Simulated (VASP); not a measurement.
# AlN (R-3m) in VASP: further runs

Runs on AlN. Level: PBE. Tasks: electric field gradients.

Everything below comes from runs of VASP 6.6.1. Logs are shortened: lines on timing, memory, paths and dates and some standing lists are left out, and cuts for length are marked.

## 1. The cell of the first run

The structure is trigonal, space group R-3m (No. 166). Conventional cell: a = 2.783 Å, b = 2.783 Å, c = 6.921 Å, α = 90.00°, β = 90.00°, γ = 120.00°. Al (site symmetry -3m) has 6 N at 1.98 Å within 2.6 Å. N (site symmetry -3m) has 6 Al at 1.98 Å within 2.6 Å.

## 2. Electric field gradients, PBE (equal xy, yz and zx shear strains of +1 %)

Contents of INCAR:

```
  ALGO = Normal
  EDIFF = 1E-8
  ENCUT = 520
  GGA = PE
  ISIF = 2
  ISMEAR = -1
  LASPH = T
  LCHARG = F
  LEFG = T
  LREAL = F
  LWAVE = F
  NBANDS = 11
  NELM = 60
  PREC = Accurate
  SIGMA = 0.02
```

Contents of KPOINTS:

```
k-points
0
Gamma
  10 10 10
```

Contents of POSCAR:

```
AlN
1.0
    0.0197800000      1.9878900000      1.9878900000
    1.9878900000      0.0197800000      1.9878900000
    1.9878900000      1.9878900000      0.0197800000
Al N
1 1
Direct
    0.0000000000      0.0000000000      0.0000000000
    0.5000000000      0.5000000000      0.5000000000
```

Potentials or basis: VASP PAW PBE potentials, release 64 (Al, N).

The run is started by

```sh
> cat potpaw_PBE.64/Al/POTCAR potpaw_PBE.64/N/POTCAR > POTCAR
> mpirun -np 1 vasp_std > vasp.out
```

OUTCAR:

```text
EDIFF = 1E-8
   ENCUT = 520
   GGA = PE
   ISIF = 2
   ISMEAR = -1
   LASPH = T
   LREAL = F
   NELM = 60
   PREC = Accurate

 ion  position               nearest neighbor table
   1  0.000  0.000  0.000-   2 1.98   2 1.98   2 1.98   2 1.98   2 1.98   2 1.98
   2  0.500  0.500  0.500-   1 1.98   1 1.98   1 1.98   1 1.98   1 1.98   1 1.98

  LATTYP: Found a trigonal (rhomboedric) cell.
 ALAT       =     2.8113705826
 COS(alpha) =     0.5099250056

  Lattice vectors:

 A1 = (   0.0197800000,   1.9878900000,   1.9878900000)
 A2 = (   1.9878900000,   0.0197800000,   1.9878900000)
 A3 = (   1.9878900000,   1.9878900000,   0.0197800000)

Analysis of symmetry for initial positions (statically):
=====================================================================
 Subroutine PRICEL returns:
 Original cell was already a primitive cell.

 Routine SETGRP: Setting up the symmetry group for a
 trigonal (rhombohedral) supercell.

 Subroutine GETGRP returns: Found 12 space group operations
 (whereof 12 operations were pure point group operations)
 out of a pool of 12 trial point group operations.

The static configuration has the point symmetry D_3d.

Analysis of symmetry for dynamics (positions and initial velocities):
=====================================================================
 Subroutine PRICEL returns:
 Original cell was already a primitive cell.

 Routine SETGRP: Setting up the symmetry group for a
 trigonal (rhombohedral) supercell.

 Subroutine GETGRP returns: Found 12 space group operations
 (whereof 12 operations were pure point group operations)
 out of a pool of 12 trial point group operations.

The dynamic configuration has the point symmetry D_3d.

 Subroutine INISYM returns: Found 12 space group operations
 (whereof 12 operations are pure point group operations),
 and found     1 'primitive' translations

----------------------------------------------------------------------------------------

                                     Primitive cell

  volume of cell :      15.4766

  direct lattice vectors                    reciprocal lattice vectors
     0.019780000  1.987890000  1.987890000    -0.255308518  0.252793163  0.252793163
[... 128 lines left out ...]
  ext. energy  EPLUGINS =         0.00000000
  ---------------------------------------------------
  free energy    TOTEN  =       -14.43947747 eV

  energy without entropy =      -14.43947747  energy(sigma->0) =      -14.43947747

 E-fermi :  11.3845     XC(G=0): -12.5959

 val. band max:       10.9121639078   @ k =   0.0000   0.0000   0.0000
 cond. band min:      15.8852852801   @ k =   0.5000   0.5000  -0.0000
 fundamental gap:      4.9731213724
 Fermi energy:        11.3844937920

 k-point     1 :       0.0000    0.0000    0.0000
  band No.  band energies     occupation
      1      -7.3256      2.00000
      2      10.6888      2.00000
      3      10.9122      2.00000
      4      10.9122      2.00000
      5      17.4793      0.00000
      6      22.9138      0.00000
      7      23.3745      0.00000
      8      23.3745      0.00000
      9      28.5206      0.00000
     10      29.1184      0.00000
     11      29.1184      0.00000
[... 309 lines left out ...]
 k-point    24 :       0.4000    0.3000   -0.0000
  band No.  band energies     occupation
      1      -4.0893      2.00000
      2       4.7304      2.00000
      3       7.9392      2.00000
      4       8.3049      2.00000
      5      17.1339      0.00000
      6      18.2905      0.00000
      7      23.8117      0.00000
      8      27.2246      0.00000
      9      28.1795      0.00000
     10      33.3924      0.00000
     11      36.6826      0.00000

 [... further k-points ...]
[... 5 lines left out ...]
  --------------------------------------------------------------------------------------
  -------------------------------------------------------------------------------------
  Total        2.4411577      2.4411577      2.4411577     -0.3367606     -0.3367606     -0.3367606
  in kB      252.7144175    252.7144175    252.7144175    -34.8622526    -34.8622526    -34.8622526
  external PRESSURE =     252.7144175 kB  Pullay stress =       0.0000000 kB

 VOLUME and BASIS-vectors are now :
 -----------------------------------------------------------------------------
  energy-cutoff  :      520.00
  volume of cell :       15.48
      direct lattice vectors                 reciprocal lattice vectors
     0.019780000  1.987890000  1.987890000    -0.255308518  0.252793163  0.252793163
     1.987890000  0.019780000  1.987890000     0.252793163 -0.255308518  0.252793163
     1.987890000  1.987890000  0.019780000     0.252793163  0.252793163 -0.255308518

 POSITION                                       TOTAL-FORCE (eV/Angst)
 -----------------------------------------------------------------------------------
      0.00000      0.00000      0.00000        -0.000000      0.000000     -0.000000
      1.99778      1.99778      1.99778         0.000000     -0.000000      0.000000
 -----------------------------------------------------------------------------------
    total drift:                               -0.000000     -0.000000      0.000000

  FREE ENERGIE OF THE ION-ELECTRON SYSTEM (eV)
  ---------------------------------------------------
  free  energy   TOTEN  =       -14.4394774691 eV

  energy  without entropy=      -14.4394774691  energy(sigma->0) =      -14.43947747

 Electric field gradients (V/A^2)
---------------------------------------------------------------------
 ion       V_xx      V_yy      V_zz      V_xy      V_xz      V_yz
---------------------------------------------------------------------
   1      -0.000    -0.000     0.000    -0.142    -0.142    -0.142
   2      -0.000    -0.000    -0.000     2.203     2.203     2.203
---------------------------------------------------------------------

 Electric field gradients after diagonalization (V/A^2)
 (convention: |V_zz| > |V_xx| > |V_yy|)
----------------------------------------------------------------------
 ion       V_xx      V_yy      V_zz     asymmetry (V_yy - V_xx)/ V_zz
----------------------------------------------------------------------
   1       0.142     0.142    -0.284       0.000
   2      -2.203    -2.203     4.406       0.000
----------------------------------------------------------------------

           NMR quadrupolar parameters

 Cq : quadrupolar parameter    Cq=e*Q*V_zz/h
 eta: asymmetry parameters     (V_yy - V_xx)/ V_zz
 Q  : nuclear electric quadrupole moment in mb (millibarn)
----------------------------------------------------------------------
 ion       Cq(MHz)       eta       Q (mb)
----------------------------------------------------------------------
   1      -0.001       0.000       1.000
   2       0.011       0.000       1.000
----------------------------------------------------------------------
```

OSZICAR:

```text
N       E                     dE             d eps       ncg     rms          rms(c)
DAV:   1     0.112019431961E+02    0.11202E+02   -0.40190E+03  2603   0.626E+02
DAV:   2    -0.154967973921E+02   -0.26699E+02   -0.25535E+02  3096   0.142E+02
DAV:   3    -0.162473434702E+02   -0.75055E+00   -0.74917E+00  3061   0.218E+01
DAV:   4    -0.162502419112E+02   -0.28984E-02   -0.28983E-02  2867   0.147E+00
DAV:   5    -0.162502650050E+02   -0.23094E-04   -0.23094E-04  2999   0.124E-01    0.788E+00
DAV:   6    -0.144678092106E+02    0.17825E+01   -0.71818E+00  2825   0.147E+01    0.286E+00
DAV:   7    -0.144447589757E+02    0.23050E-01   -0.22621E-01  2904   0.335E+00    0.186E+00
DAV:   8    -0.144397879467E+02    0.49710E-02   -0.14892E-02  2717   0.106E+00    0.355E-01
DAV:   9    -0.144394330265E+02    0.35492E-03   -0.14065E-03  2888   0.232E-01    0.160E-01
DAV:  10    -0.144394845507E+02   -0.51524E-04   -0.14028E-04  2839   0.854E-02    0.508E-02
DAV:  11    -0.144394776508E+02    0.69000E-05   -0.22796E-05  2987   0.274E-02    0.778E-03
DAV:  12    -0.144394774970E+02    0.15380E-06   -0.71301E-07  2774   0.714E-03    0.132E-03
DAV:  13    -0.144394774754E+02    0.21546E-07   -0.17344E-08  2895   0.858E-04    0.266E-04
DAV:  14    -0.144394774691E+02    0.63930E-08   -0.65572E-10  1477   0.215E-04
   1 F= -.14439477E+02 E0= -.14439477E+02  d E =-.109900E-12
```

stdout:

```text
POSCAR found type information on POSCAR AlN
 POSCAR found :  2 types and       2 ions
 scaLAPACK will be used
 LDA part: xc-table for (Slater+PW92), standard interpolation
 POSCAR, INCAR and KPOINTS ok, starting setup
 FFT: planning ... GRIDC
 FFT: planning ... GRID_SOFT
 FFT: planning ... GRID
 WAVECAR not read
 entering main loop
ion   1

ion   2
```

Run time: 32 s. Hardware: 1 thread of Intel Xeon 8259CL, shared host; peak memory 0.14 GiB.

What came out:

| Item | Value |
| --- | --- |
| Free energy | -14.4395 eV |
| Pressure | 25.3 GPa |
| Band gap on the k mesh | 4.97 eV, indirect (least direct gap 6.57 eV) |

Electric field gradients, principal values (V/Å²):
```csv
atom,least,middle,greatest (by size)
1 Al,0.142,0.142,-0.284
2 N,-2.203,-2.203,4.406
```

Caveat: the cell differs from its parent crystal (equal xy, yz and zx shear strains of +1 %); without QUAD_EFG the Cq values of the log hold for a quadrupole moment of 1 mb, not for the nuclei. A k mesh can miss the band edges.

(Part 1 of 2 ends here.)
